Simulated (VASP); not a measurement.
# MnO (Fm-3m) in VASP: a series of runs, part 2 of 2

VASP 6.6.1.

**5. Single point, r2SCANh, collinear spin, ferromagnetic start**

This run uses another cell than the first one, of 11.00 Å³/atom.

The input, POSCAR:

```
MnO
1.0
    0.0000000000      2.2239077028      2.2239077028
    2.2239077028      0.0000000000      2.2239077028
    2.2239077028      2.2239077028      0.0000000000
Mn O
1 1
Direct
    0.0000000000      0.0000000000      0.0000000000
    0.5000000000      0.5000000000      0.5000000000
```

The input, INCAR.step1:

```
PREC     = Accurate       # precision mode
ENCUT    = 520            # plane-wave cutoff, eV
EDIFF    = 1E-5           # SCF threshold, eV
ISMEAR   = -1             # smearing method
SIGMA    = 0.05           # smearing width, eV
LREAL    = False          # projectors in reciprocal space
LASPH    = True           # aspherical terms in the spheres
NELM     = 150            # most SCF steps
ALGO     = Normal         # electronic algorithm
ISIF     = 2              # what is computed and relaxed
LWAVE    = True           # write WAVECAR
LCHARG   = False          # write CHGCAR
ISPIN    = 2              # spin polarisation
MAGMOM   = 4 0            # initial moments
LORBIT   = 11             # projections on sites
LMAXMIX  = 4              # l up to which the mixer works
NBANDS   = 20             # bands
GGA      = PE             # functional
```

The input, INCAR.step2:

```
PREC     = Accurate       # precision mode
ENCUT    = 520            # plane-wave cutoff, eV
EDIFF    = 1E-6           # SCF threshold, eV
ISMEAR   = -1             # smearing method
SIGMA    = 0.05           # smearing width, eV
LREAL    = False          # projectors in reciprocal space
LASPH    = True           # aspherical terms in the spheres
NELM     = 150            # most SCF steps
ALGO     = Normal         # electronic algorithm
ISIF     = 2              # what is computed and relaxed
LWAVE    = False          # write WAVECAR
LCHARG   = False          # write CHGCAR
ISPIN    = 2              # spin polarisation
MAGMOM   = 4 0            # initial moments
LORBIT   = 11             # projections on sites
LMAXMIX  = 4              # l up to which the mixer works
METAGGA  = R2SCAN         # meta-GGA
LHFCALC  = True           # exact exchange
AEXX     = 0.1            # exact-exchange fraction
LMIXTAU  = True         
PRECFOCK = Normal       
NBANDS   = 20             # bands
ISTART   = 1
```

The input, KPOINTS:

```
Automatic mesh
0
Gamma
  5 5 5
```

Potentials or basis: VASP PAW PBE potentials, release 64 (Mn_pv, O).

Started as:

```
> cat potpaw_PBE.64/Mn_pv/POTCAR potpaw_PBE.64/O/POTCAR > POTCAR
> cp INCAR.step1 INCAR
> mpirun -np 1 vasp_std > vasp.out
> cp INCAR.step2 INCAR
> mpirun -np 1 vasp_std > vasp.out
```

OUTCAR:

```text
PREC = Accurate
   ENCUT = 520
   EDIFF = 1E-6
   ISMEAR = -1
   LREAL = False
   LASPH = True
   NELM = 150
   ISIF = 2
   ISPIN = 2
   LORBIT = 11
   METAGGA = R2SCAN
   LHFCALC = True
   AEXX = 0.1
   PRECFOCK = Normal
   ISTART = 1

 ion  position               nearest neighbor table
   1  0.000  0.000  0.000-   2 2.22   2 2.22   2 2.22   2 2.22   2 2.22   2 2.22
   2  0.500  0.500  0.500-   1 2.22   1 2.22   1 2.22   1 2.22   1 2.22   1 2.22

  LATTYP: Found a face centered cubic cell.
 ALAT       =     4.4478154056

  Lattice vectors:

 A1 = (   0.0000000000,   2.2239077028,   2.2239077028)
 A2 = (   2.2239077028,   0.0000000000,   2.2239077028)
 A3 = (   2.2239077028,   2.2239077028,   0.0000000000)

Analysis of symmetry for initial positions (statically):
=====================================================================
 Subroutine PRICEL returns:
 Original cell was already a primitive cell.
[... 420 lines left out ...]
      1     -39.9948      1.00000
      2     -39.9948      1.00000
      3     -39.9947      1.00000
      4     -14.4098      1.00000
      5       3.5703      1.00000
      6       3.5703      1.00000
[... 219 lines left out ...]
     19      36.0167      0.00000
     20      36.6269      0.00000

------------------------ aborting loop because EDIFF is reached ----------------------------------------

  FORCE on cell =-STRESS in cart. coord.  units (eV):
  Direction    XX          YY          ZZ          XY          YZ          ZX
  --------------------------------------------------------------------------------------
  -------------------------------------------------------------------------------------
  Total       -0.0198288     -0.0198288     -0.0198288     -0.0000000      0.0000000     -0.0000000
  in kB       -1.4441998     -1.4441998     -1.4441998     -0.0000000      0.0000000     -0.0000000
  external PRESSURE =      -1.4441998 kB  Pullay stress =       0.0000000 kB

 VOLUME and BASIS-vectors are now :
 -----------------------------------------------------------------------------
  energy-cutoff  :      520.00
  volume of cell :       22.00
      direct lattice vectors                 reciprocal lattice vectors
     0.000000000  2.223907703  2.223907703    -0.224829474  0.224829474  0.224829474
     2.223907703  0.000000000  2.223907703     0.224829474 -0.224829474  0.224829474
     2.223907703  2.223907703  0.000000000     0.224829474  0.224829474 -0.224829474

 POSITION                                       TOTAL-FORCE (eV/Angst)
 -----------------------------------------------------------------------------------
      0.00000      0.00000      0.00000        -0.000000      0.000000     -0.000000
      2.22391      2.22391      2.22391         0.000000     -0.000000      0.000000
 -----------------------------------------------------------------------------------
    total drift:                                0.000000     -0.000000     -0.000000

  FREE ENERGIE OF THE ION-ELECTRON SYSTEM (eV)
  ---------------------------------------------------
  free  energy   TOTEN  =       -27.3729021534 eV

  energy  without entropy=      -27.3729016097  energy(sigma->0) =      -27.37290188

 total charge

# of ion       s       p       d       tot
------------------------------------------
    1        0.203   6.171   4.956  11.330
    2        1.558   3.486   0.000   5.043
--------------------------------------------------
tot          1.760   9.657   4.956  16.373

 magnetization (x)

# of ion       s       p       d       tot
------------------------------------------
    1        0.025   0.019   4.529   4.573
    2        0.030   0.190   0.000   0.219
--------------------------------------------------
tot          0.054   0.209   4.529   4.792
```

OUTCAR.step1:

```text
PREC = Accurate
   ENCUT = 520
   EDIFF = 1E-5
   ISMEAR = -1
   LREAL = False
   LASPH = True
   NELM = 150
   ISIF = 2
[... 690 lines left out ...]

  energy  without entropy=      -16.3871633711  energy(sigma->0) =      -16.39319828

 total charge

# of ion       s       p       d       tot
------------------------------------------
    1        0.205   6.176   4.970  11.350
    2        1.561   3.419   0.000   4.981
--------------------------------------------------
tot          1.766   9.596   4.970  16.331

 magnetization (x)

# of ion       s       p       d       tot
------------------------------------------
    1        0.036   0.026   4.332   4.394
    2        0.031   0.188   0.000   0.219
--------------------------------------------------
tot          0.067   0.214   4.332   4.613
```

OSZICAR.step1:

```text
N       E                     dE             d eps       ncg     rms          rms(c)
DAV:   1     0.168914559413E+03    0.16891E+03   -0.10422E+04   800   0.112E+03
DAV:   2    -0.107591392128E+02   -0.17967E+03   -0.16777E+03   828   0.327E+02
DAV:   3    -0.186591856067E+02   -0.79000E+01   -0.78090E+01   924   0.743E+01
DAV:   4    -0.187179452237E+02   -0.58760E-01   -0.58747E-01   880   0.653E+00
DAV:   5    -0.187184786434E+02   -0.53342E-03   -0.53342E-03   908   0.627E-01    0.139E+01
DAV:   6    -0.167051869006E+02    0.20133E+01   -0.97496E+00  1068   0.340E+01    0.128E+01
DAV:   7    -0.164067687950E+02    0.29842E+00   -0.12953E+00   920   0.161E+01    0.781E+00
DAV:   8    -0.164110515372E+02   -0.42827E-02   -0.11405E-01   876   0.256E+00    0.498E+00
DAV:   9    -0.163871546192E+02    0.23897E-01   -0.63908E-02   880   0.263E+00    0.214E+00
DAV:  10    -0.163996854889E+02   -0.12531E-01   -0.11910E-02   816   0.123E+00    0.370E-01
DAV:  11    -0.163991588139E+02    0.52668E-03   -0.25825E-03   860   0.389E-01    0.154E-01
DAV:  12    -0.163992273733E+02   -0.68559E-04   -0.26293E-04   936   0.152E-01    0.897E-02
DAV:  13    -0.163992331948E+02   -0.58215E-05   -0.23100E-05   844   0.400E-02
   1 F= -.16399233E+02 E0= -.16393198E+02  d E =-.120698E-01  mag=     4.8658
```

Wall time 47 min (1 thread of AMD EPYC 7R43 (Zen 3), shared host); peak memory 0.13 GiB.

Results:

| Quantity | Value |
| --- | --- |
| Free energy | -27.3729 eV |
| Pressure | -0.1 GPa |
| Band gap on the k mesh | 1.14 eV (least direct gap 3.93 eV) |
| Net moment | 5.00 μB per cell |
| Site moments | Mn +4.57; O +0.22 μB |
| Valence electrons inside the program's atomic spheres | Mn 11.33; O 5.04 |

Caveat: the k points lie up to 0.49 Å⁻¹ apart; the PAW data sets were made with another functional, which shifts forces and pressure a little; an odd mesh through Γ misses points on the zone boundary, where band edges can lie; a cell with one magnetic atom can't hold antiferromagnetic order, which such compounds often take.

**6. Single point, HSE06, collinear spin, ferromagnetic start**

This run uses another cell than the first one, of 10.34 Å³/atom.

The input, POSCAR:

```
MnO
1.0
    0.0000000000      2.1785090927      2.1785090927
    2.1785090927      0.0000000000      2.1785090927
    2.1785090927      2.1785090927      0.0000000000
Mn O
1 1
Direct
    0.0000000000      0.0000000000      0.0000000000
    0.5000000000      0.5000000000      0.5000000000
```

The input, INCAR.step1:

```
PREC = Accurate
ENCUT = 520
EDIFF = 1E-5
ISMEAR = -1
SIGMA = 0.05
LREAL = F
LASPH = T
NELM = 150
ALGO = Normal
ISIF = 2
LWAVE = T
ISPIN = 2
MAGMOM = 4 0
LORBIT = 11
LMAXMIX = 4
GGA = PE
NBANDS = 20
KPAR = 4
```

The input, INCAR.step2:

```
PREC = Accurate
ENCUT = 520
EDIFF = 1E-7
ISMEAR = -1
SIGMA = 0.05
LREAL = F
LASPH = T
NELM = 150
ALGO = Normal
ISIF = 2
LWAVE = F
LCHARG = T
ISPIN = 2
MAGMOM = 4 0
LORBIT = 11
LMAXMIX = 4
GGA = PE
LHFCALC = T
HFSCREEN = 0.2079
PRECFOCK = Normal
LVHAR = T
ISTART = 1
NBANDS = 20
KPAR = 4
```

The input, KPOINTS:

```
Automatic mesh
0
Gamma
  6 6 6
```

Potentials or basis: VASP PAW PBE potentials, release 64 (Mn_pv, O).

Started as:

```
> cat potpaw_PBE.64/Mn_pv/POTCAR potpaw_PBE.64/O/POTCAR > POTCAR
> cp INCAR.step1 INCAR
> mpirun -np 4 vasp_std > vasp.out
> cp INCAR.step2 INCAR
> mpirun -np 4 vasp_std > vasp.out
```

It took 30 min on 4 MPI ranks of Oxide Virtual Turin-like, shared host; peak memory 0.22 GiB.

The run converged. Its results:

```yaml
Free_energy: -23.7030 eV
Pressure: 13.4 GPa
Band_gap_on_the_k_mesh: 1.36 eV (least direct gap 4.21 eV)
Net_moment: 5.00 μB per cell
Site_moments: Mn +4.57; O +0.22 μB
Valence_electrons_inside_the_program's_atomic_spheres: Mn 11.39; O 5.07
```

Levels at points of the mesh, in eV from the valence-band top:
Spin up:
```tsv
k point	band 9	band 10	band 11	band 12	band 13	band 14	band 15	band 16
(0.00, 0.00, 0.00)	-3.92	-3.92	-3.85	-3.85	1.36	15.90	18.78	18.78
(0.50, 0.00, 0.00)	-3.27	-2.56	0.00	0.00	5.23	10.56	14.28	14.28
(0.50, 0.50, 0.00)	-3.39	-2.97	-2.97	-2.86	7.38	10.33	12.32	16.72
```
Spin down:
| k point | band 3 | band 4 | band 5 | band 6 | band 7 | band 8 | band 9 | band 10 | band 11 | band 12 |
| --- | --- | --- | --- | --- | --- | --- | --- | --- | --- | --- |
| (0.00, 0.00, 0.00) | -47.03 | -21.59 | -3.21 | -3.21 | -3.21 | 2.88 | 3.78 | 3.78 | 3.78 | 4.59 |
| (0.50, 0.00, 0.00) | -47.04 | -20.39 | -7.88 | -4.84 | -4.84 | 5.29 | 5.56 | 5.56 | 6.43 | 7.42 |
| (0.50, 0.50, 0.00) | -47.07 | -20.45 | -6.86 | -4.39 | -4.39 | 1.48 | 5.43 | 5.72 | 6.18 | 6.18 |

Caveat: the cell stands under pressure; the PAW data sets were made with another functional, which shifts forces and pressure a little; a cell with one magnetic atom can't hold antiferromagnetic order, which such compounds often take.

**7. Overview**

| level | cell | k mesh | smearing | grid for exact exchange (PRECFOCK) | share of exact exchange | screening parameter | gap on the mesh (eV) | pressure (GPa) | moment (μB) |
| --- | --- | --- | --- | --- | --- | --- | --- | --- | --- |
| B3LYP5 | a = 3.124 Å, angles 60.0°, 2 atoms | 5 × 5 × 5 | fermi-dirac 0.05 eV | Normal | 0.2 | - | 2.13 | 9.7 | 5.00 |
| PBE | a = 3.145 Å, angles 60.0°, 2 atoms | 10 × 10 × 10 | gaussian 0.011 eV | - | - | - | none | 0.4 | 4.80 |
| PBE | a = 3.145 Å, angles 60.0°, 2 atoms | 10 × 10 × 10 | fermi-dirac 0.05 eV | - | - | - | none | 0.2 | 4.79 |
| r2SCANh | a = 3.145 Å, angles 60.0°, 2 atoms | 5 × 5 × 5 | fermi-dirac 0.05 eV | Normal | 0.1 | - | 1.14 | -0.1 | 5.00 |
| HSE06 | a = 3.081 Å, angles 60.0°, 2 atoms | 6 × 6 × 6 | fermi-dirac 0.05 eV | Normal | 0.25 | 0.2079 1/Å | 1.36 | 13.4 | 5.00 |

Alike in all rows: task single point; potentials or basis VASP PAW PBE potentials, release 64 (Mn_pv, O); spin collinear, ferromagnetic start; cutoff (eV) 520.

Caveats: some runs use coarse meshes; a cell with one magnetic atom can't hold antiferromagnetic order, which such compounds often take; the PAW data sets were made with another functional, which shifts forces and pressure a little (at least some runs); an odd mesh through Γ misses points on the zone boundary, where band edges can lie (at least some runs); semilocal functionals often make such compounds metallic where correlation or magnetic order opens a gap, which also shifts bond lengths (at least some runs); the cell stands under pressure (at least some runs).

Total energies depend on the potentials used, so only differences within one code and one set of settings carry meaning.
